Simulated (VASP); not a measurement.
# Na (P2_1/m) in VASP: a series of runs

Runs on Na. Level: LDA. Tasks: single point.

Program: VASP 6.6.1. These are calculated values, not measurements. Logs are shortened: lines on timing, memory, paths and dates and some standing lists are left out, and cuts for length are marked.

### 1 The cell of the first run

Symmetry: P2_1/m, No. 11, monoclinic system. Conventional cell: a = 3.766 Å, b = 5.898 Å, c = 3.766 Å, α = 90.00°, β = 120.00°, γ = 90.00°. Na (site symmetry m) has 12 Na at 3.17 to 4.33 Å within 4.4 Å.

### 2 Single point, LDA (atoms displaced along a vibrational mode, the cell strained)

Contents of INCAR:

```
SYSTEM = Na
PREC     = Accurate       ! precision mode
ENCUT    = 520            ! plane-wave cutoff, eV
EDIFF    = 1E-6           ! SCF threshold, eV
ISMEAR   = 0              ! smearing method
SIGMA    = 0.15           ! smearing width, eV
LREAL    = .FALSE.        ! projectors in reciprocal space
LASPH    = .TRUE.         ! aspherical terms in the spheres
NELM     = 80             ! most SCF steps
ALGO     = Fast           ! electronic algorithm
ISIF     = 2              ! what is computed and relaxed
LWAVE    = .FALSE.        ! write WAVECAR
LCHARG   = .FALSE.        ! write CHGCAR
NBANDS   = 14             ! bands
```

Contents of KPOINTS:

```
Automatic mesh
0
G
  15 15 8
  0 0 0
```

Contents of POSCAR:

```
Na
1.0
    3.7658190936      0.0000000000      0.0000000000
   -1.8829095468      3.2612950011      0.0000000000
    0.0000000000      0.0000000000      5.8981745703
Na
2
Direct
    0.1400154968      0.6666666667      0.2500000000
    0.8599845032      0.3333333333      0.7500000000
```

Potentials or basis: VASP PAW LDA potentials, release 64 (Na_pv).

On the command line:

```bash
> cat potpaw_LDA.64/Na_pv/POTCAR > POTCAR
> mpirun -np 1 vasp_std > vasp.out
```

OUTCAR:

```text
SYSTEM = Na
   PREC = Accurate
   ENCUT = 520
   EDIFF = 1E-6
   ISMEAR = 0
   LREAL = .FALSE.
   LASPH = .TRUE.
   NELM = 80
   ISIF = 2

 ion  position               nearest neighbor table
   1  0.140  0.667  0.250-
   2  0.860  0.333  0.750-

  LATTYP: Found a hexagonal cell.
 ALAT       =     3.7658190936
 C/A-ratio  =     1.5662394883

  Lattice vectors:

 A1 = (   3.7658190936,   0.0000000000,   0.0000000000)
 A2 = (  -1.8829095468,   3.2612950011,   0.0000000000)
 A3 = (   0.0000000000,   0.0000000000,   5.8981745703)

Analysis of symmetry for initial positions (statically):
=====================================================================
 Subroutine PRICEL returns:
 Original cell was already a primitive cell.

 Routine SETGRP: Setting up the symmetry group for a
 hexagonal supercell.

 Subroutine GETGRP returns: Found  4 space group operations
 (whereof  2 operations were pure point group operations)
 out of a pool of 24 trial point group operations.

The static configuration has the point symmetry S_2 .
 The point group associated with its full space group is C_2h.

Analysis of symmetry for dynamics (positions and initial velocities):
=====================================================================
 Subroutine PRICEL returns:
 Original cell was already a primitive cell.

 Routine SETGRP: Setting up the symmetry group for a
 hexagonal supercell.

 Subroutine GETGRP returns: Found  4 space group operations
 (whereof  2 operations were pure point group operations)
 out of a pool of 24 trial point group operations.

The dynamic configuration has the point symmetry S_2 .
 The point group associated with its full space group is C_2h.

 Subroutine INISYM returns: Found  4 space group operations
 (whereof  2 operations are pure point group operations),
 and found     1 'primitive' translations

----------------------------------------------------------------------------------------

                                     Primitive cell

  volume of cell :      72.4381

  direct lattice vectors                    reciprocal lattice vectors
     3.765819094  0.000000000  0.000000000     0.265546479  0.153313331  0.000000000
    -1.882909547  3.261295001  0.000000000     0.000000000  0.306626662  0.000000000
     0.000000000  0.000000000  5.898174570     0.000000000  0.000000000  0.169543981

  length of vectors
     3.765819094  3.765819094  5.898174570     0.306626662  0.306626662  0.169543981

  position of ions in fractional coordinates (direct lattice)
     0.140015497  0.666666667  0.250000000
     0.859984503  0.333333333  0.750000000

  ion indices of the primitive-cell ions
   primitive index   ion index
                 1           1
                 2           2

----------------------------------------------------------------------------------------

 KPOINTS: Automatic mesh

Automatic generation of k-mesh.
 Grid dimensions read from file:
 generate k-points for:   15   15    8

 Generating k-lattice:

  Cartesian coordinates                     Fractional coordinates (reciprocal lattice)
     0.017703099  0.010220889  0.000000000     0.066666667  0.000000000  0.000000000
     0.000000000  0.020441777  0.000000000     0.000000000  0.066666667  0.000000000
     0.000000000  0.000000000  0.021192998     0.000000000  0.000000000  0.125000000

  Length of vectors
     0.020441777  0.020441777  0.021192998

  Shift w.r.t. Gamma in fractional coordinates (k-lattice)
     0.000000000  0.000000000  0.000000000

 Subroutine IBZKPT returns following result:
 ===========================================

 Found    565 irreducible k-points:

 Following reciprocal coordinates:
            Coordinates               Weight
  0.000000  0.000000  0.000000      1.000000
  0.066667  0.000000  0.000000      2.000000
  0.000000  0.066667  0.000000      2.000000
 -0.066667  0.066667  0.000000      2.000000
  0.133333  0.000000  0.000000      2.000000
  0.000000  0.133333  0.000000      2.000000
[... 16 lines left out ...]
  0.066667  0.066667  0.000000      2.000000
 -0.066667  0.133333  0.000000      2.000000
 [... further k-points ...]
   k-points           NKPTS =    565   k-points in BZ     NKDIM =    565   number of bands    NBANDS=     14
   number of dos      NEDOS =    301   number of ions     NIONS =      2
   total plane-waves  NPLWV =  37632
   dimension x,y,z NGX =    28 NGY =   28 NGZ =   48
   dimension x,y,z NGXF=    56 NGYF=   56 NGZF=   96
   ions per type =               2
   NGX,Y,Z   is equivalent  to a cutoff of  12.36, 12.36, 13.53 a.u.
   NGXF,Y,Z  is equivalent  to a cutoff of  24.72, 24.72, 27.06 a.u.
 SYSTEM =  Na
   PREC   = accura    normal or accurate (medium, high low for compatibility)
   ISTART =      0    job   : 0-new  1-cont  2-samecut
   ICHARG =      2    charge: 1-file 2-atom 10-const
   ISPIN  =      1    spin polarized calculation?
   LNONCOLLINEAR =      F non collinear calculations
   LSORBIT =      F    spin-orbit coupling
   LASPH  =      T    aspherical Exc in radial PAW
   ENCUT  =  520.0 eV  38.22 Ry    6.18 a.u.   7.00  7.00 10.97*2*pi/ulx,y,z
   NELM   =     80;   NELMIN=  2; NELMDL= -5     # of ELM steps
   EDIFF  = 0.1E-05   stopping-criterion for ELM
   LREAL  =      F    real-space projection
   EDIFFG = 0.1E-04   stopping-criterion for IOM
   NSW    =      0    number of steps for IOM
   IBRION =     -1    ionic relax: 0-MD 1-quasi-New 2-CG
   NFREE  =      0    steps in history (QN), initial steepest desc. (CG)
   ISIF   =      2    stress and relaxation
   ISYM   =      2    0-nonsym 1-usesym 2-fastsym
   POTIM  = 0.5000    time-step for ionic-motion
   TEBEG  =    0.0;   TEEND  =   0.0 temperature during run
   PSTRESS=    0.0 pullay stress
   NELECT =      14.0000    total number of electrons
   NUPDOWN=      -1.0000    fix difference up-down
   EMIN   =  10.00;   EMAX   =-10.00  energy-range for DOS
   EFERMI =   0.00;   METHOD = LEGACY
   ISMEAR =     0;   SIGMA  =   0.15  broadening in eV -4-tet -1-fermi 0-gaus
   EFERMI_NEDOS =   21; number of points for ismear=-14 and -15
   IALGO  =     68    algorithm
   IMIX   =      4    mixing-type and parameters
     AMIX     =   0.40;   BMIX     =  1.00
     AMIX_MAG =   1.60;   BMIX_MAG =  1.00
  volume/ion in A,a.u.               =      36.22       244.42
  Fermi-wavevector in a.u.,A,eV,Ry     =   0.946517  1.788658 12.189386  0.895895
  Thomas-Fermi vector in A             =   2.074522
   LORBIT       =      0    0 simple, 1 ext, 2 COOP (PROOUT), +10 PAW based schemes
   GGA     = CA    functional components
   LHFCALC =     F    Hartree Fock is set to
   AEXX    =    0.0000 exact exchange contribution
   IVDW    =     0    specifies the selected vdW correction
   LEPSILON=     F    determine dielectric tensor
   LRPA    =     F    only Hartree local field effects (RPA)
 non-spin polarized calculation
 RMM-DIIS sequential band-by-band and
 Gauss-broadening in eV      SIGMA  =   0.15
  energy-cutoff  :      520.00
  volume of cell :       72.44
 maximum number of plane-waves:      1969
   NGX = 13   NGY = 13   NGZ = 21

 number of electron      14.0000003 magnetization

 Free energy of the ion-electron system (eV)
  ---------------------------------------------------
  ext. energy  EPLUGINS =         0.00000000
  ---------------------------------------------------
  free energy    TOTEN  =        -2.80193010 eV

  energy without entropy =       -2.79045053  energy(sigma->0) =       -2.79619032

 E-fermi :   0.2407     XC(G=0):  -6.7893

 val. band max:        0.2401709323   @ k =   0.1333   0.4000  -0.1250
 cond. band min:       0.2407104720   @ k =   0.4000   0.1333   0.1250
 fundamental gap:      0.0005395396
 Fermi energy:         0.2406600840

 k-point     1 :       0.0000    0.0000    0.0000
  band No.  band energies     occupation
      1     -24.8478      2.00000
      2     -24.7729      2.00000
      3     -24.7657      2.00000
      4     -24.7654      2.00000
      5     -24.7612      2.00000
      6     -24.7573      2.00000
      7      -3.1021      2.00000
      8       0.9925      0.00000
      9       1.4506      0.00000
     10       9.8996      0.00000
     11      10.0700      0.00000
     12      10.2750      0.00000
     13      10.4774      0.00000
     14      10.5219      0.00000

 k-point     2 :       0.0667    0.0000    0.0000
  band No.  band energies     occupation
      1     -24.8473      2.00000
      2     -24.7737      2.00000
      3     -24.7668      2.00000
      4     -24.7658      2.00000
      5     -24.7613      2.00000
      6     -24.7578      2.00000
      7      -3.0370      2.00000
      8       1.0494      0.00000
      9       1.5142      0.00000
     10       8.7178      0.00000
     11       9.4215      0.00000
     12       9.6652      0.00000
     13      11.1674      0.00000
     14      11.2114      0.00000

 k-point     3 :       0.0000    0.0667    0.0000
  band No.  band energies     occupation
      1     -24.8473      2.00000
      2     -24.7738      2.00000
      3     -24.7666      2.00000
      4     -24.7660      2.00000
      5     -24.7614      2.00000
      6     -24.7576      2.00000
      7      -3.0370      2.00000
      8       1.0494      0.00000
      9       1.5140      0.00000
     10       8.7472      0.00000
     11       9.3713      0.00000
     12       9.7038      0.00000
     13      11.0422      0.00000
     14      11.3483      0.00000
[... 324 lines left out ...]
 k-point    23 :       0.0667    0.0667    0.0000
  band No.  band energies     occupation
      1     -24.8464      2.00000
      2     -24.7757      2.00000
      3     -24.7690      2.00000
      4     -24.7664      2.00000
      5     -24.7618      2.00000
      6     -24.7581      2.00000
      7      -2.9070      2.00000
      8       1.1632      0.00000
      9       1.6394      0.00000
     10       7.8183      0.00000
     11       8.2806      0.00000
     12      10.0758      0.00000
     13      10.7606      0.00000
     14      11.2003      0.00000

 k-point    24 :      -0.0667    0.1333    0.0000
  band No.  band energies     occupation
      1     -24.8468      2.00000
      2     -24.7746      2.00000
      3     -24.7690      2.00000
      4     -24.7665      2.00000
      5     -24.7613      2.00000
      6     -24.7592      2.00000
      7      -2.9071      2.00000
      8       1.1636      0.00000
      9       1.6415      0.00000
     10       7.8609      0.00000
     11       8.0837      0.00000
     12      10.4328      0.00000
     13      10.5331      0.00000
     14      11.3288      0.00000

 [... further k-points ...]

------------------------ aborting loop because EDIFF is reached ----------------------------------------

  FORCE on cell =-STRESS in cart. coord.  units (eV):
  Direction    XX          YY          ZZ          XY          YZ          ZX
  --------------------------------------------------------------------------------------
  -------------------------------------------------------------------------------------
  Total       -0.6463993     -0.3620524      0.3780935      0.1553363      0.0000000      0.0000000
  in kB      -14.2969791     -8.0078296      8.3626262      3.4357084      0.0000000      0.0000000
  external PRESSURE =      -4.6473942 kB  Pullay stress =       0.0000000 kB

 VOLUME and BASIS-vectors are now :
 -----------------------------------------------------------------------------
  energy-cutoff  :      520.00
  volume of cell :       72.44
      direct lattice vectors                 reciprocal lattice vectors
     3.765819094  0.000000000  0.000000000     0.265546479  0.153313331  0.000000000
    -1.882909547  3.261295001  0.000000000     0.000000000  0.306626662  0.000000000
     0.000000000  0.000000000  5.898174570     0.000000000  0.000000000  0.169543981

 POSITION                                       TOTAL-FORCE (eV/Angst)
 -----------------------------------------------------------------------------------
     -0.72800      2.17420      1.47454         0.062682      0.167649      0.000000
      2.61091      1.08710      4.42363        -0.062682     -0.167649     -0.000000
 -----------------------------------------------------------------------------------
    total drift:                                0.000000      0.000000      0.000000

  FREE ENERGIE OF THE ION-ELECTRON SYSTEM (eV)
  ---------------------------------------------------
  free  energy   TOTEN  =        -2.8019301012 eV

  energy  without entropy=       -2.7904505334  energy(sigma->0) =       -2.79619032
```

It took 10 min on 1 thread of Intel Xeon 8259CL, shared host; peak memory 0.48 GiB.

Results:

```yaml
Free_energy: -2.8019 eV
Pressure: -0.5 GPa
Largest_force: 0.179 eV/Å
Band_gap_on_the_k_mesh: zero (bands 7 and 8 overlap by 4.32 eV)
```

Forces in eV/Å, atoms in the order of the input:
```
Na   0.063  0.168  0.000
Na  -0.063 -0.168  0.000
```

Stress tensor (GPa, compression positive):
```
-1.43  0.34  0.00
 0.34 -0.80  0.00
 0.00  0.00  0.84
```

Levels at points of the mesh, in eV from the Fermi level:
| k point | band 3 | band 4 | band 5 | band 6 | band 7 | band 8 | band 9 | band 10 | band 11 | band 12 |
| --- | --- | --- | --- | --- | --- | --- | --- | --- | --- | --- |
| (0.00, 0.00, 0.00) | -25.01 | -25.01 | -25.00 | -25.00 | -3.34 | 0.75 | 1.21 | 9.66 | 9.83 | 10.03 |
| (0.00, 0.00, 0.50) | -25.00 | -25.00 | -25.00 | -25.00 | -2.23 | -2.23 | 6.01 | 6.01 | 10.41 | 10.41 |

Caveat: the cell differs from its parent crystal (atoms displaced along a vibrational mode, the cell strained).

### 3 Single point, LDA (atoms displaced along a vibrational mode, the cell strained)

Contents of INCAR:

```
SYSTEM = Na
PREC     = Accurate       ! precision mode
ENCUT    = 520            ! plane-wave cutoff, eV
EDIFF    = 1E-7           ! SCF threshold, eV
ISMEAR   = 0              ! smearing method
SIGMA    = 0.15           ! smearing width, eV
LREAL    = .FALSE.        ! projectors in reciprocal space
LASPH    = .TRUE.         ! aspherical terms in the spheres
NELM     = 60             ! most SCF steps
ALGO     = Fast           ! electronic algorithm
ISIF     = 2              ! what is computed and relaxed
LWAVE    = .FALSE.        ! write WAVECAR
LCHARG   = .TRUE.         ! write CHGCAR
GGA      = CA             ! functional
LELF     = .TRUE.         ! ELF
LVHAR    = .TRUE.       
NBANDS   = 14             ! bands
```

KPOINTS is that of step 2.

Contents of POSCAR:

```
Na
1.0
    3.7658190936      0.0000000000      0.0000000000
   -1.8829095468      3.2612950011      0.0000000000
    0.0000000000      0.0000000000      5.8981745703
Na
2
Direct
    0.2044455700      0.6666666667      0.2500000000
    0.7955544300      0.3333333333      0.7500000000
```

Potentials or basis: VASP PAW LDA potentials, release 64 (Na_pv).

On the command line:

```bash
> cat potpaw_LDA.64/Na_pv/POTCAR > POTCAR
> mpirun -np 1 vasp_std > vasp.out
```

Wall time 3.4 min (1 thread of Intel Xeon 6975P-C (Granite Rapids), shared host); peak memory 0.48 GiB.

Results (log left out):

```yaml
Free_energy: -2.8421 eV
Pressure: -0.4 GPa
Largest_force: 0.136 eV/Å
Band_gap_on_the_k_mesh: zero (bands 7 and 8 overlap by 4.29 eV)
```

Forces in eV/Å, atoms in the order of the input:
```
Na   0.093  0.099  0.000
Na  -0.093 -0.099  0.000
```

Stress tensor (GPa, compression positive):
```
-1.02  0.52  0.00
 0.52 -0.67  0.00
 0.00  0.00  0.42
```

Levels at points of the mesh, in eV from the Fermi level:
| k point | band 4 | band 5 | band 6 | band 7 | band 8 | band 9 | band 10 | band 11 |
| --- | --- | --- | --- | --- | --- | --- | --- | --- |
| (0.00, 0.00, 0.00) | -24.98 | -24.97 | -24.97 | -3.34 | 0.76 | 1.20 | 9.68 | 9.73 |
| (0.00, 0.00, 0.50) | -24.98 | -24.97 | -24.97 | -2.23 | -2.23 | 6.02 | 6.02 | 10.40 |

Caveat: the cell differs from its parent crystal (atoms displaced along a vibrational mode, the cell strained).

### 4 Single point, LDA (atoms displaced along a vibrational mode, the cell strained)

Contents of INCAR:

```
PREC = Accurate
ENCUT = 520
EDIFF = 1E-6
ISMEAR = 0
SIGMA = 0.15
LREAL = F
LASPH = T
NELM = 60
ALGO = Fast
ISIF = 2
LWAVE = F
LCHARG = F
NBANDS = 14
```

Contents of KPOINTS:

```
Automatic mesh
0
Gamma
  15 15 8
```

Contents of POSCAR:

```
Na
1.0
    3.4761407018      0.0000000000      0.0000000000
   -1.7380703509      3.0104261549      0.0000000000
    0.0000000000      0.0000000000      5.8981745703
Na
2
Direct
    0.1400154968      0.6666666667      0.2500000000
    0.8599845032      0.3333333333      0.7500000000
```

On the command line:

```bash
> cat potpaw_LDA.64/Na_pv/POTCAR > POTCAR
> mpirun -np 1 vasp_std > vasp.out
```

Wall time 8.1 min (1 thread of Oxide Virtual Turin-like, shared host); peak memory 0.4 GiB.

It converged, with:

- Free energy: -2.8256 eV
- Pressure: 0.9 GPa
- Largest force: 0.142 eV/Å
- Band gap on the k mesh: zero (bands 7 and 8 overlap by 5.00 eV)

Forces on the atoms (eV/Å):
```
Na   0.050  0.133  0.000
Na  -0.050 -0.133  0.000
```

Stress tensor (GPa, compression positive):
```
0.29 0.35 0.00
0.35 0.92 0.00
0.00 0.00 1.57
```

Levels at points of the mesh, in eV from the Fermi level:
```tsv
k point	band 3	band 4	band 5	band 6	band 7	band 8	band 9	band 10	band 11	band 12
(0.00, 0.00, 0.00)	-24.90	-24.90	-24.89	-24.89	-3.71	0.38	0.86	10.71	11.43	11.49
(0.00, 0.00, 0.50)	-24.90	-24.90	-24.90	-24.90	-2.60	-2.60	5.64	5.64	11.94	11.94
```

Caveat: the cell differs from its parent crystal (atoms displaced along a vibrational mode, the cell strained).

### 5 The runs side by side

```csv
cell,further INCAR settings,gap on the mesh (eV),pressure (GPa),largest force (eV/Å)
"a = 3.766, b = 3.766, c = 5.898 Å, angles 90.0, 90.0, 120.0°, 2 atoms, atomic positions A",ALGO = Fast; EDIFF = 1e-06; NBANDS = 14,none,-0.5,0.18
"a = 3.766, b = 3.766, c = 5.898 Å, angles 90.0, 90.0, 120.0°, 2 atoms, atomic positions B",ALGO = Fast; EDIFF = 1e-07; NBANDS = 14,none,-0.4,0.14
"a = 3.476, b = 3.476, c = 5.898 Å, angles 90.0, 90.0, 120.0°, 2 atoms, atomic positions A",ALGO = Fast; EDIFF = 1e-06; NBANDS = 14,none,0.9,0.14
```

Alike in all rows: task single point; level LDA; potentials or basis VASP PAW LDA potentials, release 64 (Na_pv); no spin polarisation; k mesh 15 × 15 × 8; cutoff (eV) 520; smearing gaussian 0.15 eV.

Total energies depend on the potentials used, so only differences within one code and one set of settings carry meaning.

The gap in the log of VASP goes by the Fermi energy; the results here count the filled bands.